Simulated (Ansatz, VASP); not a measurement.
# One calculation of SnTe2, two programs

File INCAR:

```
ALGO = Normal
EDIFF = 1E-6
ENCUT = 500
GGA = PE
GGA_COMPAT = F
ISIF = 2
ISMEAR = 0
LASPH = T
LCHARG = F
LREAL = F
LWAVE = F
NBANDS = 20
NELM = 120
PREC = Accurate
SIGMA = 0.05
```

KPOINTS

```
k-points
0
Gamma
  4 4 4
```

File POSCAR:

```
SnTe2
1.0
    0.0000000000      3.8177863900      3.8177863900
    3.8177863900      0.0000000000      3.8177863900
    3.8177863900      3.8177863900      0.0000000000
Sn Te
1 2
Direct
    0.0000000000      0.0000000000      0.0000000000
    0.2500000000      0.2500000000      0.2500000000
    0.7500000000      0.7500000000      0.7500000000
```

Input for Ansatz:

```yaml
crystal:
  lattice:
    - [0.0, 3.81778639, 3.81778639]
    - [3.81778639, 0.0, 3.81778639]
    - [3.81778639, 3.81778639, 0.0]
  atoms:
    - { symbol: Sn, position: [0.0, 0.0, 0.0] }
    - { symbol: Te, position: [0.25, 0.25, 0.25] }
    - { symbol: Te, position: [0.75, 0.75, 0.75] }
basis:
  ecutwfc: 420
kpoints:
  mp_grid: { grid: [4, 4, 4] }
hamiltonian:
  xc: pbe
scf:
  occupations: { method: gaussian, width: 0.05 }
output:
  forces: true
  stress: true
  eigenvalues: true
```

Alike in both runs: task single point; functional PBE; k mesh 4 × 4 × 4; occupations gaussian, width 0.05 eV; no spin polarisation.

```csv
,VASP,Ansatz
version,VASP 6.6.1,Ansatz 0.2.0
potentials or method,"VASP PAW PBE potentials, release 64 (Sn_d, Te), cutoff 500 eV","scalar-relativistic, plane waves, PAW"
valence electrons in the cell,26,46
```

|  | VASP | Ansatz | Ansatz less VASP |
| --- | --- | --- | --- |
| gap on the k mesh at the Fermi level (eV) | none | none | - |
| pressure (GPa) | -2.1 | -2.1 | +0.04 |

A gap of «none» marks a metal or a gap that the smearing closes. VASP's potentials hold 26 valence electrons a cell and Ansatz's 46, so a difference there can come from the potentials and not from the codes.

Spin-orbit coupling is off throughout.
